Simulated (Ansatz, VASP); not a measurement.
Two plane-wave programs on Bi

```
Bi
1.0
     4.60709    0.00000    0.00000
    -2.30354    3.98985    0.00000
     0.00000    0.00000   11.82900
Bi
2
Direct
  0.33333 0.66667 0.25000
  0.66667 0.33333 0.75000
```

Change from the starting cell: strain +0.015 along x and y, +0.000 along z, atoms carried along.

Alike in both runs: task single point; functional r2SCAN; k mesh 12 × 12 × 4; occupations gaussian, width 0.15 eV; no spin polarisation.

|  | VASP | Ansatz |
| --- | --- | --- |
| version | VASP 6.6.1 | Ansatz 0.2.0 |
| potentials or method | VASP PAW PBE potentials, release 64 (Bi_d), cutoff 520 eV | scalar-relativistic, plane waves, PAW |
| valence electrons in the cell | 30 | 30 |

|  | VASP | Ansatz | Ansatz less VASP |
| --- | --- | --- | --- |
| gap on the k mesh at the Fermi level (eV) | none | none | - |
| pressure (GPa) | -3.3 | -3.3 | +0.02 |
| traceless stress, the component that is largest in VASP (GPa) | 2.83 | 2.83 | 0.000 |

VASP's potentials were made for PBE, not for r2SCAN. A gap of «none» marks a metal or a gap that the smearing closes. With one functional, cell and mesh, what is left measures potentials, basis and numerics.

Spin-orbit coupling is off throughout.
